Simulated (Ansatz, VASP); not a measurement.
Two plane-wave programs on Ir

```
Ir
1.0
     0.00000    1.91500    1.91500
     1.91500    0.00000    1.91500
     1.91500    1.91500    0.00000
Ir
1
Direct
  0.00000 0.00000 0.00000
```

Alike in both runs: task single point; functional LDA; k mesh 8 × 8 × 8; occupations gaussian, width 0.1 eV; no spin polarisation.

```csv
,VASP,Ansatz
version,VASP 6.6.1,Ansatz 0.2.0
potentials or method,"VASP PAW LDA potentials, release 64 (Ir), cutoff 500 eV","scalar-relativistic, plane waves, PAW"
valence electrons in the cell,9,17
```

Ansatz gave:

- gap on the k mesh at the Fermi level (eV): none
- pressure (GPa): -4.4

Problem. Which values does VASP return?

Solution. gap on the k mesh at the Fermi level (eV): none; pressure (GPa): -2.0.

Ansatz warns that its potentials were made for another functional, while VASP's fit it. LDA's correlation is that of Perdew and Zunger in VASP and of Perdew and Wang (1992) in Ansatz. A gap of «none» marks a metal or a gap that the smearing closes. VASP's potentials hold 9 valence electrons a cell and Ansatz's 17, so a difference there can come from the potentials and not from the codes.

Neither program's run includes spin-orbit coupling.
